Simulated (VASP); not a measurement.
Here is a VASP 6.6.1 calculation.

Contents of INCAR:

```
PREC     = Accurate       # precision mode
ENCUT    = 520            # plane-wave cutoff, eV
EDIFF    = 1E-6           # SCF threshold, eV
ISMEAR   = -1             # smearing method
SIGMA    = 0.05           # smearing width, eV
LREAL    = False          # projectors in reciprocal space
LASPH    = True           # aspherical terms in the spheres
NELM     = 80             # most SCF steps
ALGO     = Normal         # electronic algorithm
ISIF     = 2              # what is computed and relaxed
LWAVE    = False          # write WAVECAR
LCHARG   = True           # write CHGCAR
GGA      = PS             # functional
LELF     = True           # ELF
LVHAR    = True         
NBANDS   = 20             # bands
```

KPOINTS

```
regular mesh
0
Gamma
  12 12 12
```

The input POSCAR:

```
LuH2
1.0
    0.0000000000      2.4791309934      2.4791309934
    2.4791309934      0.0000000000      2.4791309934
    2.4791309934      2.4791309934      0.0000000000
Lu H
1 2
Direct
    0.0000000000      0.0000000000      0.0000000000
    0.2500000000      0.2500000000      0.2500000000
    0.7500000000      0.7500000000      0.7500000000
```

Potentials or basis: VASP PAW PBE potentials, release 64 (Lu, H).

Run with:

```bash
$ cat potpaw_PBE.64/Lu/POTCAR potpaw_PBE.64/H/POTCAR > POTCAR
$ mpirun -np 1 vasp_std > vasp.out
```

**Question.** Predict the band gap on the k mesh.

**Answer.** Zero (an odd number of electrons rules out a gap without spin polarisation).

**Question.** Predict the pressure.

**Answer.** 0.3 GPa.

Caveat: the PAW data sets were made with another functional, which shifts forces and pressure a little; spin-orbit coupling is left out, which moves the levels of the heavy elements.
